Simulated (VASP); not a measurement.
Wanted: the native input for a VASP 6.6.1 run.

```yaml
Task: single point
Functional: RPBE
Potentials_or_basis: VASP PAW PBE potentials, release 64 (Cu)
Cutoff: 600 eV
k_mesh: 16 × 16 × 16
Occupations: fermi-dirac, width 0.15 eV
Spin: no spin polarisation
Dipole_correction: no
Further_INCAR_settings: ALGO = Normal; EDIFF = 1e-06; NBANDS = 12
```

The structure of Cu lies in POSCAR:

```
Cu
1.0
    0.0000000000      1.8363101251      1.8363101251
    1.8363101251      0.0000000000      1.8363101251
    1.8363101251      1.8363101251      0.0000000000
Cu
1
Direct
    0.0000000000      0.0000000000      0.0000000000
```

These files were run (other wordings do the same):

INCAR

```
SYSTEM = Cu
PREC = Accurate
ENCUT = 600
EDIFF = 1E-6
ISMEAR = -1
SIGMA = 0.15
LREAL = .False.
LASPH = .True.
NELM = 120
ALGO = Normal
ISIF = 2
LWAVE = .False.
LCHARG = .False.
GGA = RP
NBANDS = 12
GGA_COMPAT = .False.
```

KPOINTS

```
regular mesh
0
Gamma
  16 16 16
  0 0 0
```

Potentials or basis: VASP PAW PBE potentials, release 64 (Cu).

Command:

```bash
$ cat potpaw_PBE.64/Cu/POTCAR > POTCAR
$ mpirun -np 1 vasp_std > vasp.out
```

It gave:

| Property | Result |
| --- | --- |
| Pressure | 0.8 GPa |

Caveat: the PAW data sets were made with another functional, which shifts forces and pressure a little.

Run time: 13 s on 1 thread of AMD EPYC 9R45 (Zen 5) (shared host), peak memory 0.12 GiB.
